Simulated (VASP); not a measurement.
# Li (P6_3/mmc) in VASP: a series of runs, part 2 of 2

VASP 6.6.1.

### Step 4. Relaxation of shape and atoms at fixed volume, PBE

This run uses another cell than the first one, of 15.80 Å³/atom, 1.345 times its volume.

Contents of INCAR:

```
  ALGO = Normal
  EDIFF = 1E-6
  EDIFFG = -0.005
  ENCUT = 600
  GGA = PE
  IBRION = 2
  ISIF = 4
  ISMEAR = -1
  LASPH = T
  LCHARG = F
  LREAL = F
  LWAVE = F
  NELM = 60
  NSW = 50
  PREC = Accurate
  SIGMA = 0.1
```

Contents of KPOINTS:

```
k-points
0
Gamma
  14 14 8
```

Contents of POSCAR:

```
Li
1.0
    2.8154000332      0.0000000000      0.0000000000
   -1.4077000166      2.4382079506      0.0000000000
    0.0000000000      0.0000000000      4.6023396652
Li
2
Direct
    0.3333333333      0.6666666667      0.2500000000
    0.6666666667      0.3333333333      0.7500000000
```

Potentials or basis: VASP PAW PBE potentials, release 64 (Li_sv).

Launch:

```
$ cat potpaw_PBE.64/Li_sv/POTCAR > POTCAR
$ mpirun -np 1 vasp_std > vasp.out
```

OUTCAR:

```text
EDIFF = 1E-6
   EDIFFG = -0.005
   ENCUT = 600
   GGA = PE
   IBRION = 2
   ISIF = 4
   ISMEAR = -1
   LASPH = T
   LREAL = F
   NELM = 60
   NSW = 50
   PREC = Accurate

 ion  position               nearest neighbor table
   1  0.333  0.667  0.250-
   2  0.667  0.333  0.750-

  LATTYP: Found a hexagonal cell.
 ALAT       =     2.8154000332
 C/A-ratio  =     1.6347018580

  Lattice vectors:

 A1 = (   2.8154000332,   0.0000000000,   0.0000000000)
 A2 = (  -1.4077000166,   2.4382079506,   0.0000000000)
 A3 = (   0.0000000000,   0.0000000000,   4.6023396652)

Analysis of symmetry for initial positions (statically):
=====================================================================
 Subroutine PRICEL returns:
 Original cell was already a primitive cell.

 Routine SETGRP: Setting up the symmetry group for a
 hexagonal supercell.

 Subroutine GETGRP returns: Found 24 space group operations
 (whereof 12 operations were pure point group operations)
 out of a pool of 24 trial point group operations.

The static configuration has the point symmetry D_3d.
[... 160 lines left out ...]
  free energy    TOTEN  =        -3.70616733 eV

  energy without entropy =       -3.67763383  energy(sigma->0) =       -3.69190058

 E-fermi :   1.3817     XC(G=0):  -7.6815

 val. band max:        1.3724581345   @ k =   0.1429   0.1429   0.2500
 cond. band min:       1.3845041366   @ k =   0.0714   0.0000   0.0000
 fundamental gap:      0.0120460021
 Fermi energy:         1.3817481237

 k-point     1 :       0.0000    0.0000    0.0000
  band No.  band energies     occupation
      1     -44.7342      2.00000
      2     -44.6875      2.00000
      3      -2.4572      2.00000
      4       1.2576      1.55164
      5       5.2354      0.00000
      6      16.2264      0.00000
      7      16.2264      0.00000
[... 221 lines left out ...]
 k-point    24 :       0.3571    0.2857    0.0000
  band No.  band energies     occupation
      1     -44.6778      2.00000
      2     -44.6741      2.00000
      3       2.5665      0.00001
      4       3.7718      0.00000
      5       4.7027      0.00000
      6       8.3682      0.00000
      7       8.7611      0.00000

 [... further k-points ...]
[... 5 lines left out ...]
  --------------------------------------------------------------------------------------
  -------------------------------------------------------------------------------------
  Total        0.9858371      0.9858371      0.9941385      0.0000000      0.0000000      0.0000000
  in kB       49.9949583     49.9949583     50.4159478      0.0000000      0.0000000      0.0000000
  external PRESSURE =      50.1352881 kB  Pullay stress =       0.0000000 kB

 VOLUME and BASIS-vectors are now :
 -----------------------------------------------------------------------------
  energy-cutoff  :      600.00
  volume of cell :       31.59
      direct lattice vectors                 reciprocal lattice vectors
     2.815400033  0.000000000  0.000000000     0.355189312  0.205068645  0.000000000
    -1.407700017  2.438207951  0.000000000     0.000000000  0.410137289  0.000000000
     0.000000000  0.000000000  4.602339665     0.000000000  0.000000000  0.217280790

 POSITION                                       TOTAL-FORCE (eV/Angst)
 -----------------------------------------------------------------------------------
     -0.00000      1.62547      1.15058         0.000000      0.000000      0.000000
      1.40770      0.81274      3.45175        -0.000000      0.000000      0.000000
 -----------------------------------------------------------------------------------
    total drift:                               -0.000000      0.000000      0.000000

  FREE ENERGIE OF THE ION-ELECTRON SYSTEM (eV)
  ---------------------------------------------------
  free  energy   TOTEN  =        -3.7061673260 eV

  energy  without entropy=       -3.6776338300  energy(sigma->0) =       -3.69190058

 reached required accuracy - stopping structural energy minimisation
```

OSZICAR:

```text
N       E                     dE             d eps       ncg     rms          rms(c)
DAV:   1     0.793217358143E+01    0.79322E+01   -0.36707E+03  1680   0.914E+02
DAV:   2    -0.205842783091E+01   -0.99906E+01   -0.97429E+01  2352   0.699E+01
DAV:   3    -0.362665632385E+01   -0.15682E+01   -0.15583E+01  2310   0.369E+01
DAV:   4    -0.370559703383E+01   -0.78941E-01   -0.78895E-01  2429   0.652E+00
DAV:   5    -0.370602297002E+01   -0.42594E-03   -0.42594E-03  2359   0.632E-01    0.354E-01
DAV:   6    -0.370561229287E+01    0.41068E-03   -0.12103E-03  3031   0.202E-01    0.236E-01
DAV:   7    -0.370621838268E+01   -0.60609E-03   -0.29138E-03  2681   0.344E-01    0.441E-02
DAV:   8    -0.370617799891E+01    0.40384E-04   -0.50831E-05  2233   0.738E-02    0.791E-03
DAV:   9    -0.370617099744E+01    0.70015E-05   -0.49534E-06  2478   0.201E-02    0.211E-03
DAV:  10    -0.370616706888E+01    0.39286E-05   -0.22648E-07  1274   0.637E-03    0.149E-03
DAV:  11    -0.370616732597E+01   -0.25709E-06   -0.40222E-08  1085   0.267E-03
   1 F= -.37061673E+01 E0= -.36919006E+01  d E =-.370617E+01
```

Wall time 8.9 s (1 thread of Intel Xeon 6975P-C (Granite Rapids), shared host); peak memory 0.16 GiB.

Results:

| Quantity | Value |
| --- | --- |
| Free energy | -3.7062 eV |
| Pressure after relaxing | 5.0 GPa |
| Band gap on the k mesh | zero (band 3 reaches 3.56 eV, above the bottom of band 4 at -1.26 eV) |

Final structure:
```
CELL_PARAMETERS angstrom
2.81540 0.00000 0.00000
-1.40770 2.43821 0.00000
0.00000 0.00000 4.60234
ATOMIC_POSITIONS crystal
Li 0.33333 0.66667 0.25000
Li 0.66667 0.33333 0.75000
```

Caveat: the cutoff is under 1.25 times the usual one of these potentials, so pressure, stress and relaxed cells hold a basis-set (Pulay) error; the relaxation stopped at its first step, so nothing moved.

### Step 5. Relaxation of shape and atoms at fixed volume, PBE

This run uses another cell than the first one, of 17.82 Å³/atom, 1.517 times its volume.

Contents of INCAR:

```
SYSTEM = Li
  PREC = Accurate
  ENCUT = 600
  EDIFF = 1E-6
  ISMEAR = -1
  SIGMA = 0.1
  LREAL = .False.
  LASPH = .True.
  NELM = 80
  ALGO = Normal
  ISIF = 4
  LWAVE = .False.
  LCHARG = .False.
  GGA = PE
  IBRION = 2
  NSW = 50
  EDIFFG = -0.005
```

Contents of KPOINTS:

```
regular mesh
0
Gamma
  14 14 8
  0 0 0
```

Contents of POSCAR:

```
Li
1.0
    2.9309121497      0.0000000000      0.0000000000
   -1.4654560748      2.5382443779      0.0000000000
    0.0000000000      0.0000000000      4.7911675366
Li
2
Direct
    0.3333333333      0.6666666667      0.2500000000
    0.6666666667      0.3333333333      0.7500000000
```

Launch:

```
$ cat potpaw_PBE.64/Li_sv/POTCAR > POTCAR
$ mpirun -np 1 vasp_std > vasp.out
```

Wall time 9.3 s (1 thread of Intel Xeon 6975P-C (Granite Rapids), shared host); peak memory 0.16 GiB.

It converged, with:

| Quantity | Value |
| --- | --- |
| Free energy | -3.7973 eV |
| Pressure after relaxing | 2.0 GPa |
| Band gap on the k mesh | zero (band 3 reaches 3.04 eV, above the bottom of band 4 at -1.56 eV) |

Final structure:
```yaml
crystal:
  lattice:
    - [2.93091, 0.00000, 0.00000]
    - [-1.46546, 2.53824, 0.00000]
    - [0.00000, 0.00000, 4.79117]
  atoms:
    - { symbol: Li, position: [0.33333, 0.66667, 0.25000] }
    - { symbol: Li, position: [0.66667, 0.33333, 0.75000] }
```

Levels at points of the mesh, in eV from the Fermi level:
| k point | band 1 | band 2 | band 3 | band 4 | band 5 | band 6 | band 7 |
| --- | --- | --- | --- | --- | --- | --- | --- |
| (0.00, 0.00, 0.00) | -46.30 | -46.27 | -3.70 | -0.06 | 3.38 | 13.65 | 13.65 |
| (0.50, 0.00, 0.00) | -46.27 | -46.26 | -0.11 | 1.21 | 5.09 | 6.31 | 6.94 |
| (0.00, 0.00, 0.50) | -46.28 | -46.28 | -2.54 | -2.54 | 8.73 | 8.73 | 14.66 |
| (0.50, 0.00, 0.50) | -46.26 | -46.26 | 0.71 | 0.71 | 3.96 | 3.96 | 10.73 |

Caveat: the cutoff is under 1.25 times the usual one of these potentials, so pressure, stress and relaxed cells hold a basis-set (Pulay) error; the relaxation stopped at its first step, so nothing moved.

### Step 6. Relaxation of cell and atoms, PBE

This run uses another cell than the first one, of 20.19 Å³/atom, 1.719 times its volume.

Contents of INCAR:

```
SYSTEM = Li
ALGO = Normal
EDIFF = 1E-6
EDIFFG = -0.005
ENCUT = 600
GGA = PE
IBRION = 2
ISIF = 3
ISMEAR = -1
LASPH = .TRUE.
LCHARG = .FALSE.
LREAL = .FALSE.
LWAVE = .FALSE.
NELM = 80
NSW = 60
PREC = Accurate
SIGMA = 0.1
```

Contents of KPOINTS:

```
k-points
0
G
  14 14 8
  0 0 0
```

Contents of POSCAR:

```
Li
1.0
    3.0646488937      0.0000000000      0.0000000000
   -1.5323244468      2.6540637956      0.0000000000
    0.0000000000      0.0000000000      4.9647312077
Li
2
Direct
    0.3333333333      0.6666666667      0.2500000000
    0.6666666667      0.3333333333      0.7500000000
```

Potentials or basis: VASP PAW PBE potentials, release 64 (Li_sv).

Launch:

```
$ cat potpaw_PBE.64/Li_sv/POTCAR > POTCAR
$ mpirun -np 1 vasp_std > vasp.out
```

Wall time 33 s (1 thread of Intel Xeon 6975P-C (Granite Rapids), shared host); peak memory 0.16 GiB.

Results (log left out):

```yaml
Free_energy: -3.8288 eV
Relaxed_volume: 20.06 Å³/atom
Relaxed_cell: a = 3.049 Å, b = 3.049 Å, c = 4.981 Å, α = 90.00°, β = 90.00°, γ = 120.00°
Space_group_after_relaxing_to_0.05_Å: P6_3/mmc (No. 194)
Energy_gained_by_relaxing: 0.1 meV/atom
Ionic_steps: 6
Pressure_after_relaxing: 0.0 GPa
Band_gap_on_the_k_mesh: zero (band 3 reaches 2.57 eV, above the bottom of band 4 at -1.80 eV)
```

Step by step:
| step | energy change (eV) | largest force (eV/Å) | pressure (GPa) | volume (Å³) |
| --- | --- | --- | --- | --- |
| 1 | 0.0000 | 0.0000 | -0.07 | 40.38 |
| 2 | -0.0001 | 0.0000 | -0.05 | 40.33 |
| 3 | -0.0002 | 0.0000 | 0.00 | 40.17 |
| 4 | -0.0001 | 0.0000 | 0.10 | 39.86 |
| 5 | -0.0002 | 0.0000 | 0.03 | 40.08 |
| 6 | -0.0002 | 0.0000 | 0.01 | 40.11 |

Final structure:
```
CELL_PARAMETERS angstrom
3.04931 0.00000 0.00000
-1.52465 2.64078 0.00000
0.00000 0.00000 4.98121
ATOMIC_POSITIONS crystal
Li 0.33333 0.66667 0.25000
Li 0.66667 0.33333 0.75000
```

Levels at points of the mesh, in eV from the Fermi level:
```
           k point  band 1  band 2  band 3  band 4  band 5  band 6
(0.00, 0.00, 0.00)  -46.49  -46.47   -3.56   -0.01    2.97   12.57
(0.50, 0.00, 0.00)  -46.47  -46.46   -0.07    1.07    4.73    5.89
(0.00, 0.00, 0.50)  -46.48  -46.48   -2.44   -2.44    8.05    8.05
(0.50, 0.00, 0.50)  -46.47  -46.47    0.70    0.70    3.55    3.55
```

Caveat: the cutoff is under 1.25 times the usual one of these potentials, so pressure, stress and relaxed cells hold a basis-set (Pulay) error.

### Step 7. Summary

| task | cell | gap on the mesh (eV) | pressure (GPa) |
| --- | --- | --- | --- |
| relaxation of shape and atoms at fixed volume | relaxed from a = 2.551, b = 2.551, c = 4.170 Å, angles 90.0, 90.0, 120.0°, 2 atoms | none | 18.5 |
| relaxation of shape and atoms at fixed volume | relaxed from a = 2.690, b = 2.690, c = 4.397 Å, angles 90.0, 90.0, 120.0°, 2 atoms | none | 9.9 |
| relaxation of shape and atoms at fixed volume | relaxed from a = 2.815, b = 2.815, c = 4.602 Å, angles 90.0, 90.0, 120.0°, 2 atoms | none | 5.0 |
| relaxation of shape and atoms at fixed volume | relaxed from a = 2.931, b = 2.931, c = 4.791 Å, angles 90.0, 90.0, 120.0°, 2 atoms | none | 2.0 |
| relaxation of cell and atoms | relaxed from a = 3.065, b = 3.065, c = 4.965 Å, angles 90.0, 90.0, 120.0°, 2 atoms | none | 0.0 |

Alike in all rows: level PBE; potentials or basis VASP PAW PBE potentials, release 64 (Li_sv); no spin polarisation; k mesh 14 × 14 × 8; cutoff (eV) 600; smearing fermi-dirac 0.1 eV.

Caveats: the cutoff is under 1.25 times the usual one of these potentials, so pressure, stress and relaxed cells hold a basis-set (Pulay) error; the relaxation stopped at its first step, so nothing moved (some runs).

Total energies depend on the potentials used, so only differences within one code and one set of settings carry meaning.
